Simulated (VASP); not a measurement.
**Te2Mo: single point with LDA**

The system is Te2Mo, a slab with vacuum.

```
CELL_PARAMETERS angstrom
3.56023 0.00000 0.00000
-1.78012 3.08325 0.00000
0.00000 0.00000 17.52406
ATOMIC_POSITIONS crystal
Te 0.33333 0.66667 0.89786
Te 0.33333 0.66667 0.10214
Mo 0.94006 0.04865 0.00000
```

This cell differs from its parent crystal: atom 3 (Mo) moved by (-0.300, +0.150) A along x and y.

```json
{
  "Program": "VASP 6.6.1",
  "Task": "single point",
  "Functional": "LDA",
  "Potentials or basis": "VASP PAW LDA potentials, release 64 (Te, Mo_sv)",
  "Cutoff": "520 eV",
  "k mesh": "12 × 12 × 2",
  "Occupations": "gaussian, width 0.05 eV",
  "Spin": "no spin polarisation"
}
```

```yaml
Largest_force: 3.704 eV/Å
Band_gap_on_the_k_mesh: 0.72 eV (least direct gap 0.84 eV)
```

Forces on the atoms (eV/Å):
```
Te  -1.677  0.785 -0.359
Te  -1.677  0.785  0.359
Mo   3.354 -1.570  0.000
```

Levels at points of the mesh, in eV from the valence-band top:
```csv
k point,band 9,band 10,band 11,band 12,band 13,band 14,band 15,band 16,band 17,band 18
"(0.00, 0.00, 0.00)",-2.17,-2.06,-1.76,-0.84,-0.36,1.70,2.27,2.80,3.76,3.98
"(0.50, 0.00, 0.00)",-3.52,-2.59,-2.01,-1.77,-0.05,0.81,1.35,2.14,3.68,3.94
"(0.00, 0.50, 0.00)",-3.56,-2.60,-1.95,-1.79,0.00,0.84,1.37,2.04,3.66,3.92
"(0.50, 0.50, 0.00)",-4.02,-3.15,-1.39,-0.85,-0.72,1.11,1.49,2.06,3.24,3.55
"(0.00, 0.00, 0.50)",-2.17,-2.06,-1.76,-0.84,-0.36,1.70,2.27,2.80,3.76,4.09
"(0.50, 0.00, 0.50)",-3.52,-2.59,-2.01,-1.77,-0.05,0.81,1.35,2.14,3.68,3.94
"(0.00, 0.50, 0.50)",-3.56,-2.60,-1.95,-1.79,0.00,0.84,1.37,2.04,3.66,3.92
"(0.50, 0.50, 0.50)",-4.02,-3.15,-1.39,-0.85,-0.72,1.11,1.49,2.06,3.24,3.55
```

Wall time 18 min on 1 thread of Oxide Virtual Turin-like Processor, on a shared host, peak memory 0.63 GiB.

Caveat: the cell differs from its parent crystal (atom 3 (Mo) moved by (-0.300, +0.150) A along x and y); there is no dipole correction, which matters where the two faces differ; spin-orbit coupling is left out, which moves the levels of the heavy elements.
